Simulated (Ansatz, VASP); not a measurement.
# NaF in VASP and in Ansatz

```xyz
2
Lattice="0.0000 2.3551 2.2609 2.3551 0.0000 2.2609 2.3551 2.3551 0.0000" Properties=species:S:1:pos:R:3 pbc="T T T"
Na    0.0000    0.0000    0.0000
F     2.3551    2.3551    2.2609
```

Alike in both runs: task single point; functional r2SCAN; k mesh 10 × 10 × 10; occupations gaussian, width 0.05 eV; no spin polarisation.

```csv
,VASP,Ansatz
version,VASP 6.6.1,Ansatz 0.2.0
potentials or method,"VASP PAW PBE potentials, release 64 (Na_pv, F), cutoff 520 eV","scalar-relativistic, plane waves, PAW"
valence electrons in the cell,14,16
```

Ansatz gave:

```
gap on the k mesh at the Fermi level (eV)                     : 7.08
least direct gap on the mesh (eV)                             : 7.08
pressure (GPa)                                                : -1.5
traceless stress, the component that is largest in VASP (GPa) : 2.37
```

Task: Which values does VASP return?

Result: gap on the k mesh at the Fermi level (eV): 7.12; least direct gap on the mesh (eV): 7.12; pressure (GPa): -2.1; traceless stress, the component that is largest in VASP (GPa): 2.37.

VASP's potentials were made for PBE, not for r2SCAN. VASP's potentials hold 14 valence electrons a cell and Ansatz's 16, so a difference there can come from the potentials and not from the codes.
